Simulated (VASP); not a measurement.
Hf:

```
CELL_PARAMETERS angstrom
3.19670 0.00000 0.00000
-1.59835 2.76842 0.00000
0.00000 0.00000 5.05780
ATOMIC_POSITIONS crystal
Hf 0.33333 0.66667 0.25000
Hf 0.66667 0.33333 0.75000
```

Base run:

| Item | Value |
| --- | --- |
| Program | VASP 6.6.1 |
| Functional | PBEsol |
| Potentials or basis | VASP PAW PBE potentials, release 64 (Hf_pv) |
| Cutoff | 520 eV |
| k mesh | 13 × 13 × 7 |
| Occupations | fermi-dirac, width 0.05 eV |
| Spin | no spin polarisation |

Its results: band gap on the k mesh zero (bands 10 and 11 overlap by 1.55 eV); pressure -4.1 GPa.

Question: After a change of settings the same cell gave: band gap on the k mesh zero (bands 10 and 11 overlap by 1.58 eV); pressure 0.3 GPa. Which change was it?
A. functional from PBEsol to r2SCAN; further incar settings from ALGO = Normal; EDIFF = 1e-06; NBANDS = 17 to ALGO = Normal; EDIFF = 1e-08; NBANDS = 17
B. further incar settings from ALGO = Normal; EDIFF = 1e-06; NBANDS = 17 to ALGO = Normal; EDIFF = 1e-08; NBANDS = 17
C. functional from PBEsol to PBE

Answer: C.

PBE binds less tightly than PBEsol, so the same cell stands under more pressure.

Caveats: spin-orbit coupling is left out, which moves the levels of the heavy elements; the cell stands under tension (at least some runs); the PAW data sets were made with another functional, which shifts forces and pressure a little (at least some runs).
